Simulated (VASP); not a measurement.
# Ir in VASP: notebook, part 2 of 2

VASP 6.6.1.

## 5. Single point, PBE (engineering shear strain xy -0.0350, normal strain along z +0.0000)

INCAR reads:

```
SYSTEM = Ir
PREC = Accurate
ENCUT = 520
EDIFF = 1E-6
ISMEAR = 0
SIGMA = 0.15
LREAL = .False.
LASPH = .True.
NELM = 60
ALGO = Fast
ISIF = 2
LWAVE = .False.
LCHARG = .False.
GGA = PE
NBANDS = 10
```

KPOINTS reads:

```
Automatic mesh
0
Gamma
  20 20 20
  0 0 0
```

POSCAR reads:

```
Ir
1.0
   -0.0338656780      1.9351816027      1.9351816027
    1.9351816027     -0.0338656780      1.9351816027
    1.9013159247      1.9013159247      0.0000000000
Ir
1
Direct
    0.0000000000      0.0000000000      0.0000000000
```

Potentials or basis: VASP PAW PBE potentials, release 64 (Ir).

Run with:

```sh
> cat potpaw_PBE.64/Ir/POTCAR > POTCAR
> mpirun -np 1 vasp_std > vasp.out
```

OUTCAR:

```text
SYSTEM = Ir
   PREC = Accurate
   ENCUT = 520
   EDIFF = 1E-6
   ISMEAR = 0
   LREAL = .False.
   LASPH = .True.
   NELM = 60
   ISIF = 2
   GGA = PE

 ion  position               nearest neighbor table
   1  0.000  0.000  0.000-

  LATTYP: Found a body centered orthorhombic cell.
 ALAT       =     2.6888667671
 B/A-ratio  =     1.0356234096
 C/A-ratio  =     1.4394031169

  Lattice vectors:

 A1 = (   0.0338656780,  -1.9351816027,  -1.9351816027)
 A2 = (  -0.0338656780,   1.9351816027,  -1.9351816027)
 A3 = (   1.9351816027,  -0.0338656780,   1.9351816027)

Analysis of symmetry for initial positions (statically):
=====================================================================
 Subroutine PRICEL returns:
 Original cell was already a primitive cell.

 Routine SETGRP: Setting up the symmetry group for a
 body centered orthorhombic supercell.

 Subroutine GETGRP returns: Found  8 space group operations
 (whereof  8 operations were pure point group operations)
 out of a pool of  8 trial point group operations.

The static configuration has the point symmetry D_2h.

Analysis of symmetry for dynamics (positions and initial velocities):
=====================================================================
 Subroutine PRICEL returns:
 Original cell was already a primitive cell.

 Routine SETGRP: Setting up the symmetry group for a
 body centered orthorhombic supercell.

 Subroutine GETGRP returns: Found  8 space group operations
 (whereof  8 operations were pure point group operations)
 out of a pool of  8 trial point group operations.

The dynamic configuration has the point symmetry D_2h.

 Subroutine INISYM returns: Found  8 space group operations
 (whereof  8 operations are pure point group operations),
 and found     1 'primitive' translations

----------------------------------------------------------------------------------------

                                     Primitive cell

  volume of cell :      14.4898

  direct lattice vectors                    reciprocal lattice vectors
    -0.033865678  1.935181603  1.935181603    -0.253929911  0.253929911  0.258373684
     1.935181603 -0.033865678  1.935181603     0.253929911 -0.253929911  0.258373684
     1.901315925  1.901315925  0.000000000     0.262975760  0.262975760 -0.258373684

  length of vectors
     2.736969593  2.736969593  2.688866767     0.442400000  0.442400000  0.452845957

  position of ions in fractional coordinates (direct lattice)
     0.000000000  0.000000000  0.000000000

  ion indices of the primitive-cell ions
   primitive index   ion index
                 1           1

----------------------------------------------------------------------------------------

 KPOINTS: Automatic mesh

Automatic generation of k-mesh.
 Grid dimensions read from file:
 generate k-points for:   20   20   20

 Generating k-lattice:

  Cartesian coordinates                     Fractional coordinates (reciprocal lattice)
    -0.012696496  0.012696496  0.012918684     0.050000000  0.000000000  0.000000000
     0.012696496 -0.012696496  0.012918684     0.000000000  0.050000000  0.000000000
     0.013148788  0.013148788 -0.012918684    -0.000000000 -0.000000000  0.050000000

  Length of vectors
     0.022120000  0.022120000  0.022642298

  Shift w.r.t. Gamma in fractional coordinates (k-lattice)
     0.000000000  0.000000000  0.000000000

 Subroutine IBZKPT returns following result:
 ===========================================

 Found   1166 irreducible k-points:

 Following reciprocal coordinates:
            Coordinates               Weight
  0.000000  0.000000  0.000000      1.000000
  0.050000 -0.000000  0.000000      4.000000
  0.100000 -0.000000  0.000000      4.000000
  0.150000  0.000000  0.000000      4.000000
  0.200000 -0.000000  0.000000      4.000000
  0.250000 -0.000000  0.000000      4.000000
[... 16 lines left out ...]
 -0.400000  0.050000  0.000000      4.000000
 -0.350000  0.050000  0.000000      4.000000
 [... further k-points ...]
   k-points           NKPTS =   1166   k-points in BZ     NKDIM =   1166   number of bands    NBANDS=     10
   number of dos      NEDOS =    301   number of ions     NIONS =      1
   total plane-waves  NPLWV =   8000
   dimension x,y,z NGX =    20 NGY =   20 NGZ =   20
   dimension x,y,z NGXF=    40 NGYF=   40 NGZF=   40
   ions per type =               1
   NGX,Y,Z   is equivalent  to a cutoff of  12.15, 12.15, 12.37 a.u.
   NGXF,Y,Z  is equivalent  to a cutoff of  24.30, 24.30, 24.73 a.u.
 SYSTEM =  Ir
   PREC   = accura    normal or accurate (medium, high low for compatibility)
   ISTART =      0    job   : 0-new  1-cont  2-samecut
   ICHARG =      2    charge: 1-file 2-atom 10-const
   ISPIN  =      1    spin polarized calculation?
   LNONCOLLINEAR =      F non collinear calculations
   LSORBIT =      F    spin-orbit coupling
   LASPH  =      T    aspherical Exc in radial PAW
   ENCUT  =  520.0 eV  38.22 Ry    6.18 a.u.   5.09  5.09  5.00*2*pi/ulx,y,z
   NELM   =     60;   NELMIN=  2; NELMDL= -5     # of ELM steps
   EDIFF  = 0.1E-05   stopping-criterion for ELM
   LREAL  =      F    real-space projection
   EDIFFG = 0.1E-04   stopping-criterion for IOM
   NSW    =      0    number of steps for IOM
   IBRION =     -1    ionic relax: 0-MD 1-quasi-New 2-CG
   NFREE  =      0    steps in history (QN), initial steepest desc. (CG)
   ISIF   =      2    stress and relaxation
   ISYM   =      2    0-nonsym 1-usesym 2-fastsym
   POTIM  = 0.5000    time-step for ionic-motion
   TEBEG  =    0.0;   TEEND  =   0.0 temperature during run
   PSTRESS=    0.0 pullay stress
   NELECT =       9.0000    total number of electrons
   NUPDOWN=      -1.0000    fix difference up-down
   EMIN   =  10.00;   EMAX   =-10.00  energy-range for DOS
   EFERMI =   0.00;   METHOD = LEGACY
   ISMEAR =     0;   SIGMA  =   0.15  broadening in eV -4-tet -1-fermi 0-gaus
   EFERMI_NEDOS =   21; number of points for ismear=-14 and -15
   IALGO  =     68    algorithm
   IMIX   =      4    mixing-type and parameters
     AMIX     =   0.40;   BMIX     =  1.00
     AMIX_MAG =   1.60;   BMIX_MAG =  1.00
  volume/ion in A,a.u.               =      14.49        97.78
  Fermi-wavevector in a.u.,A,eV,Ry     =   1.396802  2.639574 26.545739  1.951057
  Thomas-Fermi vector in A             =   2.520121
   LORBIT       =      0    0 simple, 1 ext, 2 COOP (PROOUT), +10 PAW based schemes
   GGA     = PE    functional components
   LHFCALC =     F    Hartree Fock is set to
   AEXX    =    0.0000 exact exchange contribution
   IVDW    =     0    specifies the selected vdW correction
   LEPSILON=     F    determine dielectric tensor
   LRPA    =     F    only Hartree local field effects (RPA)
 non-spin polarized calculation
 RMM-DIIS sequential band-by-band and
 Gauss-broadening in eV      SIGMA  =   0.15
  energy-cutoff  :      520.00
  volume of cell :       14.49
 maximum number of plane-waves:       401
   NGX = 11   NGY = 11   NGZ =  9

 number of electron       9.0000000 magnetization

 Free energy of the ion-electron system (eV)
  ---------------------------------------------------
  ext. energy  EPLUGINS =         0.00000000
  ---------------------------------------------------
  free energy    TOTEN  =        -8.84295879 eV

  energy without entropy =       -8.83427892  energy(sigma->0) =       -8.83861886

 E-fermi :   9.9456     XC(G=0): -13.8454

 val. band max:        9.9450132727   @ k =  -0.1500   0.4500   0.4000
 cond. band min:       9.9457408804   @ k =  -0.4000   0.0000   0.4500
 fundamental gap:      0.0007276077
 Fermi energy:         9.9456342446

 k-point     1 :       0.0000    0.0000    0.0000
  band No.  band energies     occupation
      1      -0.8671      2.00000
      2       5.9904      2.00000
      3       6.2069      2.00000
      4       6.5183      2.00000
      5       8.8492      2.00000
      6       8.8571      2.00000
      7      24.3528      0.00000
      8      29.2635      0.00000
      9      29.8314      0.00000
     10      30.3879      0.00000
[... 287 lines left out ...]
 k-point    24 :      -0.3500    0.0500    0.0000
  band No.  band energies     occupation
      1       2.1181      2.00000
      2       6.0978      2.00000
      3       6.6697      2.00000
      4       6.9634      2.00000
      5       9.9602      0.89104
      6      10.4146      0.00001
      7      19.7173      0.00000
      8      25.1001      0.00000
      9      30.2292      0.00000
     10      32.4851      0.00000

 [... further k-points ...]

------------------------ aborting loop because EDIFF is reached ----------------------------------------

  FORCE on cell =-STRESS in cart. coord.  units (eV):
  Direction    XX          YY          ZZ          XY          YZ          ZX
  --------------------------------------------------------------------------------------
  -------------------------------------------------------------------------------------
  Total        0.1201193      0.1201193      0.0387057      0.8430810      0.0000000      0.0000000
  in kB       13.2819258     13.2819258      4.2798031     93.2218510      0.0000000      0.0000000
  external PRESSURE =      10.2812182 kB  Pullay stress =       0.0000000 kB

 VOLUME and BASIS-vectors are now :
 -----------------------------------------------------------------------------
  energy-cutoff  :      520.00
  volume of cell :       14.49
      direct lattice vectors                 reciprocal lattice vectors
    -0.033865678  1.935181603  1.935181603    -0.253929911  0.253929911  0.258373684
     1.935181603 -0.033865678  1.935181603     0.253929911 -0.253929911  0.258373684
     1.901315925  1.901315925  0.000000000     0.262975760  0.262975760 -0.258373684

 POSITION                                       TOTAL-FORCE (eV/Angst)
 -----------------------------------------------------------------------------------
      0.00000      0.00000      0.00000         0.000000      0.000000      0.000000
 -----------------------------------------------------------------------------------
    total drift:                                0.000000     -0.000000     -0.000000

  FREE ENERGIE OF THE ION-ELECTRON SYSTEM (eV)
  ---------------------------------------------------
  free  energy   TOTEN  =        -8.8429587936 eV

  energy  without entropy=       -8.8342789244  energy(sigma->0) =       -8.83861886
```

stdout:

```text
POSCAR found type information on POSCAR Ir
 POSCAR found :  1 types and       1 ions
 scaLAPACK will be used
 LDA part: xc-table for (Slater+PW92), standard interpolation
 POSCAR, INCAR and KPOINTS ok, starting setup
 FFT: planning ... GRIDC
 FFT: planning ... GRID_SOFT
 FFT: planning ... GRID
 WAVECAR not read
 entering main loop
```

Wall time 2.2 min (1 thread of Intel Xeon Platinum 8488C (Sapphire Rapids), shared host); peak memory 0.28 GiB.

Results:

* Free energy: -8.8430 eV
* Pressure: 1.0 GPa
* Band gap on the k mesh: zero (an odd number of electrons rules out a gap without spin polarisation)

Caveat: the cell differs from its parent crystal (engineering shear strain xy -0.0350, normal strain along z +0.0000); spin-orbit coupling is left out, which moves the levels of the heavy elements.

## 6. Single point, PBE (engineering shear strain xy -0.0350, normal strain along z +0.0375)

INCAR reads:

```
SYSTEM = Ir
PREC = Accurate
ENCUT = 520
EDIFF = 1E-6
ISMEAR = 0
SIGMA = 0.15
LREAL = .FALSE.
LASPH = .TRUE.
NELM = 100
ALGO = Fast
ISIF = 2
LWAVE = .FALSE.
LCHARG = .FALSE.
GGA = PE
NBANDS = 10
```

KPOINTS reads:

```
regular mesh
0
G
  20 20 20
  0 0 0
```

POSCAR reads:

```
Ir
1.0
   -0.0338656780      1.9351816027      2.0077509128
    1.9351816027     -0.0338656780      2.0077509128
    1.9013159247      1.9013159247      0.0000000000
Ir
1
Direct
    0.0000000000      0.0000000000      0.0000000000
```

Potentials or basis: VASP PAW PBE potentials, release 64 (Ir).

Run with:

```sh
> cat potpaw_PBE.64/Ir/POTCAR > POTCAR
> mpirun -np 1 vasp_std > vasp.out
```

Run time: 2.3 min. Hardware: 1 thread of Intel Xeon Platinum 8488C (Sapphire Rapids), shared host; peak memory 0.3 GiB.

The run converged. Its results:

- Free energy: -8.8106 eV
- Pressure: -10.5 GPa
- Band gap on the k mesh: zero (an odd number of electrons rules out a gap without spin polarisation)

Stress tensor (GPa, compression positive):
```
 -6.25   8.97   0.00
  8.97  -6.25   0.00
  0.00   0.00 -18.97
```

Levels at points of the mesh, in eV from the Fermi level:
```tsv
k point	band 1	band 2	band 3	band 4	band 5	band 6	band 7	band 8	band 9
(0.00, 0.00, 0.00)	-10.43	-3.83	-3.59	-3.07	-1.34	-0.75	14.48	19.04	19.49
(0.50, 0.00, 0.00)	-7.48	-4.00	-3.08	-0.71	0.78	0.82	6.45	14.08	19.03
(0.50, 0.50, 0.00)	-7.24	-6.64	0.86	1.28	1.32	1.33	9.11	11.26	12.60
(0.00, 0.00, 0.50)	-7.38	-3.63	-3.60	-0.37	0.62	1.10	7.03	13.86	19.03
(0.50, 0.00, 0.50)	-7.17	-6.66	0.73	1.13	1.62	2.02	10.11	11.10	11.44
```

Caveat: the cell differs from its parent crystal (engineering shear strain xy -0.0350, normal strain along z +0.0375); the cell stands under tension; spin-orbit coupling is left out, which moves the levels of the heavy elements.

## 7. The runs side by side

```csv
cell,gap on the mesh (eV),pressure (GPa)
"a = 2.686, b = 2.686, c = 2.737 Å, angles 59.4, 59.4, 61.3°, 1 atom",none,15.7
"a = 2.789, b = 2.789, c = 2.737 Å, angles 60.6, 60.6, 58.8°, 1 atom",none,-11.0
"a = 2.738, b = 2.738, c = 2.641 Å, angles 61.2, 61.2, 62.3°, 1 atom",none,2.9
"a = 2.737, b = 2.737, c = 2.689 Å, angles 60.6, 60.6, 61.2°, 1 atom",none,1.0
"a = 2.789, b = 2.789, c = 2.689 Å, angles 61.2, 61.2, 59.9°, 1 atom",none,-10.5
```

Alike in all rows: task single point; level PBE; potentials or basis VASP PAW PBE potentials, release 64 (Ir); no spin polarisation; k mesh 20 × 20 × 20; cutoff (eV) 520; smearing gaussian 0.15 eV.

Caveats: spin-orbit coupling is left out, which moves the levels of the heavy elements; the cell stands under tension (at least some runs); the cell stands under pressure (at least some runs).

Total energies depend on the potentials used, so only differences within one code and one set of settings carry meaning.
